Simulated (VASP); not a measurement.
# Al15GeO24 (a cell with a defect) in VASP: single point with PBE

Aim: the single point of Al15GeO24 (a cell with a defect) with PBE.

Everything below comes from runs of VASP 6.6.1. Logs are shortened: lines on timing, memory, paths and dates and some standing lists are left out, and cuts for length are marked.

## Step 1: The cell of the first run

The cell holds a defect, 40 atoms: a = 5.181 Å, b = 10.361 Å, c = 10.361 Å, α = 55.29°, β = 55.29°, γ = 55.29°.

## Step 2: Single point, PBE

File INCAR:

```
SYSTEM = Al15GeO24
PREC = Accurate ; ENCUT = 520
EDIFF = 1E-6 ; ISMEAR = -1
SIGMA = 0.01 ; LREAL = Auto
LASPH = .True. ; NELM = 80
ALGO = Normal ; ISIF = 2
LWAVE = .False. ; LCHARG = .False.
GGA = PE ; NELECT = 202.0
NBANDS = 128
```

File KPOINTS:

```
Automatic mesh
0
Gamma
  2 2 2
  0.5 0.5 0.5
```

File POSCAR:

```
Al15GeO24
1.0
    2.4039417622      1.3879164235      4.3742070937
   -4.8078835245      2.7758328471      8.7484141875
    0.0000000000     -5.5516656942      8.7484141875
Al Ge O
15 1 24
Direct
    0.6501236098      0.3234754679      0.3184978263
    0.1474104427      0.0737848208      0.0740548555
    0.3557109074      0.1743412180      0.1751107439
    0.6490514739      0.3224147563      0.8267258226
    0.8551215382      0.4257486883      0.9255001844
    0.1517622405      0.0696237233      0.5756507284
    0.3488695252      0.1752386121      0.6802468108
    0.6428874961      0.8275350933      0.3247304708
    0.8534918562      0.9268662558      0.4251966310
    0.1542495367      0.5772156190      0.0663718664
    0.3571184385      0.6793796766      0.1717717628
    0.6482521724      0.8248458607      0.8228736396
    0.8501984000      0.9276035178      0.9263814714
    0.1355102528      0.5772351241      0.5760454702
    0.3482560858      0.6792823010      0.6756336123
    0.8498326920      0.4273332656      0.4251158831
    0.4427478497      0.0292829692      0.3747724855
    0.9440507597      0.1255097011      0.2773150993
    0.0536785259      0.3779202493      0.2202152889
    0.7500962118      0.2228137658      0.0277629453
    0.2494247966      0.2793013533      0.4690092305
    0.5534802016      0.4737986466      0.1238426456
    0.4440262856      0.0282235381      0.8754325624
    0.9446546186      0.1261550161      0.7762549252
    0.0567690298      0.3754726244      0.7205714528
    0.7513986045      0.2226701270      0.5255574013
    0.2501513320      0.2786268845      0.9725134596
    0.5564872575      0.4700674842      0.6246305967
    0.4410010864      0.5278565201      0.3756236857
    0.9405856752      0.6256520229      0.2783351083
    0.0556261985      0.8744164650      0.2221297515
    0.7524861792      0.7225340584      0.0268183013
    0.2496255621      0.7772539529      0.4722827223
    0.5556938454      0.9720681334      0.1254237582
    0.4465805235      0.5284437306      0.8718087059
    0.9454032753      0.6250682004      0.7769867867
    0.0544299989      0.8756910859      0.7221834747
    0.7461043046      0.7232917661      0.5275589151
    0.2496278521      0.7784233275      0.9720612378
    0.5558483989      0.9749797417      0.6234186344
```

Potentials or basis: VASP PAW PBE potentials, release 64 (Al, Ge_d, O).

Launch:

```bash
$ cat potpaw_PBE.64/Al/POTCAR potpaw_PBE.64/Ge_d/POTCAR potpaw_PBE.64/O/POTCAR > POTCAR
$ mpirun -np 1 vasp_std > vasp.out
```

OUTCAR:

```text
SYSTEM = Al15GeO24
   PREC = Accurate
   ENCUT = 520
   EDIFF = 1E-6
   ISMEAR = -1
   LREAL = Auto
   LASPH = .True.
   NELM = 80
   ISIF = 2
   GGA = PE
   NELECT = 202.0

 ion  position               nearest neighbor table
   1  0.650  0.323  0.318-  18 1.85  22 1.85  21 1.88  19 2.00  26 2.02  29 2.02  16 2.72   3 2.82
                            11 2.84   7 2.89   5 3.21   9 3.23
   2  0.147  0.074  0.074-  23 1.87  20 1.87  31 1.88  18 1.99  34 1.99  27 2.00   3 2.68   9 2.81
                            13 2.81   5 2.82   7 3.22  11 3.22   3 3.24
   3  0.356  0.174  0.175-  17 1.87  20 1.87  19 1.91  34 1.97  27 1.98  18 1.99   2 2.68   8 2.78
                             4 2.79   1 2.82   2 3.24   6 3.27  10 3.29
   4  0.649  0.322  0.827-  27 1.87  24 1.87  28 1.90  20 1.96  35 1.98  25 1.99   5 2.67   3 2.79
                             7 2.80  15 2.86  13 3.23   5 3.25
   5  0.855  0.426  0.926-  27 1.87  36 1.87  22 1.88  20 1.99  25 2.00  35 2.01   4 2.67  14 2.80
                            10 2.80   2 2.82   1 3.21   4 3.25  12 3.26
   6  0.152  0.070  0.576-  37 1.85  17 1.87  26 1.91  40 1.97  24 1.99  21 2.02   7 2.70  13 2.81
                             9 2.81  16 2.87  15 3.20   3 3.27   7 3.27
   7  0.349  0.175  0.680-  23 1.85  25 1.86  26 1.90  24 1.97  40 1.99  21 2.05   6 2.70   4 2.80
                            12 2.80   1 2.89   2 3.22   6 3.27  14 3.28
   8  0.643  0.828  0.325-  34 1.87  33 1.87  30 1.90  17 1.97  38 1.98  31 1.99   9 2.67   3 2.78
                            15 2.81  11 2.86   9 3.23  13 3.26
   9  0.853  0.927  0.425-  18 1.87  33 1.87  40 1.88  31 1.99  17 2.00  38 2.00   8 2.67  14 2.80
                             6 2.81   2 2.81   1 3.23   8 3.23  12 3.25
  10  0.154  0.577  0.066-  35 1.85  32 1.86  19 1.90  39 1.96  22 1.98  30 2.04  11 2.70  13 2.80
                             5 2.80  16 2.87  15 3.20  11 3.25   3 3.29
  11  0.357  0.679  0.172-  32 1.85  31 1.86  29 1.90  39 1.97  22 2.00  30 2.03  10 2.70  12 2.79
                             1 2.84   8 2.86   2 3.22  10 3.25  14 3.29
[... 32 lines left out ...]
  39  0.250  0.778  0.972-  12 1.88  13 1.88  10 1.96  11 1.97
  40  0.556  0.975  0.623-   9 1.88  12 1.88   6 1.97   7 1.99

  LATTYP: Found a base centered monoclinic cell.
 ALAT       =    14.1357249094
 B/A-ratio  =     0.6802457681
 C/A-ratio  =     0.3664920514
 COS(beta)  =    -0.1016821369

  Lattice vectors:

 A1 = (   7.2118252867,  -1.3879164236,  -4.3742070938)
 A2 = (   2.4039417622,   6.9395821177,  -4.3742070938)
 A3 = (   2.4039417622,   1.3879164235,   4.3742070937)

Analysis of symmetry for initial positions (statically):
=====================================================================
 Subroutine PRICEL returns:
 Original cell was already a primitive cell.

 Routine SETGRP: Setting up the symmetry group for a
 base centered monoclinic supercell.

 Subroutine GETGRP returns: Found  1 space group operations
 (whereof  1 operations were pure point group operations)
 out of a pool of  4 trial point group operations.

The static configuration has the point symmetry C_1 .

Analysis of symmetry for dynamics (positions and initial velocities):
=====================================================================
 Subroutine PRICEL returns:
 Original cell was already a primitive cell.

 Routine SETGRP: Setting up the symmetry group for a
 base centered monoclinic supercell.

 Subroutine GETGRP returns: Found  1 space group operations
 (whereof  1 operations were pure point group operations)
 out of a pool of  4 trial point group operations.

The dynamic configuration has the point symmetry C_1 .

 Subroutine INISYM returns: Found  1 space group operations
 (whereof  1 operations are pure point group operations),
 and found     1 'primitive' translations

----------------------------------------------------------------------------------------

                                     Primitive cell

  volume of cell :     350.2659

  direct lattice vectors                    reciprocal lattice vectors
     2.403941762  1.387916424  4.374207094     0.207991728  0.120084080  0.076204287
    -4.807883525  2.775832847  8.748414187    -0.103995864  0.060042040  0.038102144
     0.000000000 -5.551665694  8.748414187    -0.000000000 -0.120084080  0.038102144

  length of vectors
     5.180630820 10.361261640 10.361261640     0.251967931  0.125983966  0.125983966

  position of ions in fractional coordinates (direct lattice)
     0.650123610  0.323475468  0.318497826
     0.147410443  0.073784821  0.074054856
     0.355710907  0.174341218  0.175110744
     0.649051474  0.322414756  0.826725823
     0.855121538  0.425748688  0.925500184
     0.151762240  0.069623723  0.575650728
[... 32 lines left out ...]
     0.249627852  0.778423328  0.972061238
     0.555848399  0.974979742  0.623418634

  ion indices of the primitive-cell ions
   primitive index   ion index
                 1           1
                 2           2
                 3           3
                 4           4
                 5           5
                 6           6
[... 32 lines left out ...]
                39          39
                40          40

----------------------------------------------------------------------------------------

 KPOINTS: Automatic mesh

Automatic generation of k-mesh.
 Grid dimensions read from file:
 generate k-points for:    2    2    2

 Generating k-lattice:

  Cartesian coordinates                     Fractional coordinates (reciprocal lattice)
     0.103995864  0.060042040  0.038102144     0.500000000  0.000000000  0.000000000
    -0.051997932  0.030021020  0.019051072     0.000000000  0.500000000 -0.000000000
    -0.000000000 -0.060042040  0.019051072    -0.000000000 -0.000000000  0.500000000

  Length of vectors
     0.125983966  0.062991983  0.062991983

  Shift w.r.t. Gamma in fractional coordinates (k-lattice)
     0.500000000  0.500000000  0.500000000

 Subroutine IBZKPT returns following result:
 ===========================================

 Found      4 irreducible k-points:

 Following reciprocal coordinates:
            Coordinates               Weight
  0.250000  0.250000  0.250000      2.000000
 -0.250000  0.250000  0.250000      2.000000
  0.250000 -0.250000  0.250000      2.000000
 -0.250000 -0.250000  0.250000      2.000000
   k-points           NKPTS =      4   k-points in BZ     NKDIM =      4   number of bands    NBANDS=    128
   number of dos      NEDOS =    301   number of ions     NIONS =     40
   total plane-waves  NPLWV = 256000
   dimension x,y,z NGX =    40 NGY =   80 NGZ =   80
   dimension x,y,z NGXF=    80 NGYF=  160 NGZF=  160
   ions per type =              15   1  24
   NGX,Y,Z   is equivalent  to a cutoff of  12.84, 12.84, 12.84 a.u.
   NGXF,Y,Z  is equivalent  to a cutoff of  25.67, 25.67, 25.67 a.u.
 SYSTEM =  Al15GeO24
   PREC   = accura    normal or accurate (medium, high low for compatibility)
   ISTART =      0    job   : 0-new  1-cont  2-samecut
   ICHARG =      2    charge: 1-file 2-atom 10-const
   ISPIN  =      1    spin polarized calculation?
   LNONCOLLINEAR =      F non collinear calculations
   LSORBIT =      F    spin-orbit coupling
   LASPH  =      T    aspherical Exc in radial PAW
   ENCUT  =  520.0 eV  38.22 Ry    6.18 a.u.   9.63 19.27 19.27*2*pi/ulx,y,z
   NELM   =     80;   NELMIN=  2; NELMDL= -5     # of ELM steps
   EDIFF  = 0.1E-05   stopping-criterion for ELM
   LREAL  =      T    real-space projection
   EDIFFG = 0.1E-04   stopping-criterion for IOM
   NSW    =      0    number of steps for IOM
   IBRION =     -1    ionic relax: 0-MD 1-quasi-New 2-CG
   NFREE  =      0    steps in history (QN), initial steepest desc. (CG)
   ISIF   =      2    stress and relaxation
   ISYM   =      2    0-nonsym 1-usesym 2-fastsym
   POTIM  = 0.5000    time-step for ionic-motion
   TEBEG  =    0.0;   TEEND  =   0.0 temperature during run
   PSTRESS=    0.0 pullay stress
   NELECT =     202.0000    total number of electrons
   NUPDOWN=      -1.0000    fix difference up-down
   EMIN   =  10.00;   EMAX   =-10.00  energy-range for DOS
   EFERMI =   0.00;   METHOD = LEGACY
   ISMEAR =    -1;   SIGMA  =   0.01  broadening in eV -4-tet -1-fermi 0-gaus
   EFERMI_NEDOS =   21; number of points for ismear=-14 and -15
   IALGO  =     38    algorithm
   IMIX   =      4    mixing-type and parameters
     AMIX     =   0.40;   BMIX     =  1.00
     AMIX_MAG =   1.60;   BMIX_MAG =  1.00
  volume/ion in A,a.u.               =       8.76        59.09
  Fermi-wavevector in a.u.,A,eV,Ry     =   1.362676  2.575085 25.264474  1.856886
  Thomas-Fermi vector in A             =   2.489145
   LORBIT       =      0    0 simple, 1 ext, 2 COOP (PROOUT), +10 PAW based schemes
   GGA     = PE    functional components
   LHFCALC =     F    Hartree Fock is set to
   AEXX    =    0.0000 exact exchange contribution
   IVDW    =     0    specifies the selected vdW correction
   LEPSILON=     F    determine dielectric tensor
   LRPA    =     F    only Hartree local field effects (RPA)
 non-spin polarized calculation
  energy-cutoff  :      520.00
  volume of cell :      350.27
 maximum number of plane-waves:      9444
 NGX is ok and might be reduce to    40
   NGX = 19   NGY = 39   NGZ = 39

 number of electron     202.0000019 magnetization

 Free energy of the ion-electron system (eV)
  ---------------------------------------------------
  ext. energy  EPLUGINS =         0.00000000
  ---------------------------------------------------
  free energy    TOTEN  =      -304.16399114 eV

  energy without entropy =     -304.16399114  energy(sigma->0) =     -304.16399114

 E-fermi :   6.0261     XC(G=0): -11.5944

 val. band max:        5.7333591438   @ k =   0.2500   0.2500   0.2500
 cond. band min:      11.0818444425   @ k =   0.2500   0.2500   0.2500
 fundamental gap:      5.3484852988
 Fermi energy:         6.0260529842

 k-point     1 :       0.2500    0.2500    0.2500
  band No.  band energies     occupation
      1     -17.7581      2.00000
      2     -17.7554      2.00000
      3     -17.5898      2.00000
      4     -17.5578      2.00000
      5     -17.5569      2.00000
      6     -13.2557      2.00000
[... 453 lines left out ...]
    112      15.7346      0.00000
    113      15.8075      0.00000
 [bands above 113 left out]

------------------------ aborting loop because EDIFF is reached ----------------------------------------

  FORCE on cell =-STRESS in cart. coord.  units (eV):
  Direction    XX          YY          ZZ          XY          YZ          ZX
  --------------------------------------------------------------------------------------
  -------------------------------------------------------------------------------------
  Total       -8.1904584     -8.3705623    -10.1418179      0.0509156     -0.0382113      0.0756756
  in kB      -37.4645874    -38.2884138    -46.3904464      0.2328970     -0.1747850      0.3461533
  external PRESSURE =     -40.7144825 kB  Pullay stress =       0.0000000 kB

 VOLUME and BASIS-vectors are now :
 -----------------------------------------------------------------------------
  energy-cutoff  :      520.00
  volume of cell :      350.27
      direct lattice vectors                 reciprocal lattice vectors
     2.403941762  1.387916424  4.374207094     0.207991728  0.120084080  0.076204287
    -4.807883525  2.775832847  8.748414187    -0.103995864  0.060042040  0.038102144
     0.000000000 -5.551665694  8.748414187    -0.000000000 -0.120084080  0.038102144

 POSITION                                       TOTAL-FORCE (eV/Angst)
 -----------------------------------------------------------------------------------
      0.00763      0.03204      8.46002        -0.007539     -0.002691     -0.028007
     -0.00038     -0.00172      1.93817         0.010077      0.000585     -0.017239
      0.01690      0.00548      4.61310         0.008682      0.005181      0.006719
      0.01015     -2.79391     12.89224         0.009164     -0.004655     -0.009729
      0.00871     -2.76942     15.56176        -0.002983      0.003285      0.009222
      0.03008     -2.79192      6.30897         0.005873     -0.006680     -0.009817
[... 32 lines left out ...]
     -3.14248     -2.88932     16.40589         0.009361     -0.013692     -0.006987
     -3.35136      0.01684     16.41485        -0.002024      0.003421     -0.000334
 -----------------------------------------------------------------------------------
    total drift:                               -0.012346      0.002542     -0.005007

  FREE ENERGIE OF THE ION-ELECTRON SYSTEM (eV)
  ---------------------------------------------------
  free  energy   TOTEN  =      -304.1639911365 eV

  energy  without entropy=     -304.1639911365  energy(sigma->0) =     -304.16399114
```

Run time: 8.1 min. Hardware: 1 thread of Intel Xeon Platinum 8259CL at 2.50GHz (Skylake/Cascade Lake), shared host; peak memory 0.6 GiB.

What came out:

| Item | Value |
| --- | --- |
| Free energy | -304.1640 eV |
| Largest force | 0.048 eV/Å |

Forces in eV/Å, atoms in the order of the input:
```
Al  -0.008 -0.003 -0.028
Al   0.010  0.001 -0.017
Al   0.009  0.005  0.007
Al   0.009 -0.005 -0.010
Al  -0.003  0.003  0.009
Al   0.006 -0.007 -0.010
Al  -0.006 -0.008  0.001
Al   0.008  0.001 -0.014
Al   0.012  0.008  0.008
Al  -0.003  0.000 -0.007
Al  -0.009 -0.010  0.015
Al  -0.004  0.005  0.001
Al  -0.009  0.000  0.010
Al  -0.001  0.008 -0.018
Al  -0.002  0.004  0.012
Ge  -0.005 -0.015  0.045
O   -0.015  0.002  0.011
O    0.005  0.002  0.010
O    0.000  0.018 -0.003
O   -0.004  0.000  0.008
O    0.007 -0.007  0.010
O   -0.003 -0.001 -0.004
O    0.003 -0.004  0.008
O   -0.016  0.005  0.005
O    0.006  0.010 -0.005
O    0.001  0.009 -0.009
O   -0.002 -0.005  0.005
O    0.003  0.000 -0.002
O   -0.011 -0.010 -0.001
O   -0.004  0.001 -0.003
O   -0.006 -0.004 -0.002
O    0.003  0.011 -0.005
O    0.010 -0.006  0.003
O   -0.002  0.006 -0.006
O    0.006 -0.001 -0.002
O    0.005  0.000  0.010
O    0.010 -0.008 -0.011
O   -0.010  0.005 -0.012
O    0.009 -0.014 -0.007
O   -0.002  0.003  0.000
```

Levels at points of the mesh, in eV from the Fermi level:
```csv
k point,band 99,band 100,band 101,band 102,band 103,band 104
"(0.25, 0.25, 0.25)",-0.50,-0.31,-0.29,5.06,6.93,8.56
```

Caveat: the k points lie up to 0.61 Å⁻¹ apart; the cell carries a net charge on a neutralising background, which shifts energy and pressure; the cell is charged against a uniform background, so pressure and absolute levels hang on convention.
